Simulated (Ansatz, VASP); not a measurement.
**Two plane-wave programs on BaTiO3**

```
CELL_PARAMETERS angstrom
3.98535 0.00000 0.00000
0.00000 3.98535 0.00000
0.00000 0.00000 4.26483
ATOMIC_POSITIONS crystal
Ba 0.00000 0.00000 0.98632
Ti 0.50000 0.50000 0.46908
O 0.50000 0.50000 0.03785
O 0.50000 0.00000 0.51738
O 0.00000 0.50000 0.51738
```

Change from the starting cell: strain +0.000 along x and y, +0.015 along z, atoms carried along.

Alike in both runs: task single point; functional PBE; k mesh 8 × 8 × 6; occupations gaussian, width 0.05 eV; no spin polarisation.

```csv
,VASP,Ansatz
version,VASP 6.6.1,Ansatz 0.2.0
potentials or method,"VASP PAW PBE potentials, release 64 (Ba_sv, Ti_sv, O_h), cutoff 1340 eV","scalar-relativistic, plane waves, PAW"
valence electrons in the cell,40,40
```

|  | VASP | Ansatz | Ansatz less VASP |
| --- | --- | --- | --- |
| gap on the k mesh at the Fermi level (eV) | 1.76 | 1.80 | +0.044 |
| least direct gap on the mesh (eV) | 2.35 | 2.38 | +0.029 |
| pressure (GPa) | -0.8 | -2.1 | -1.32 |
| traceless stress, the component that is largest in VASP (GPa) | -1.60 | -1.50 | +0.098 |
| rms of the force components (eV/Å) | 0.133 | 0.146 | +0.0130 |

Atom by atom the forces differ by 0.019 eV/Å (rms over components).

Neither program's run includes spin-orbit coupling.
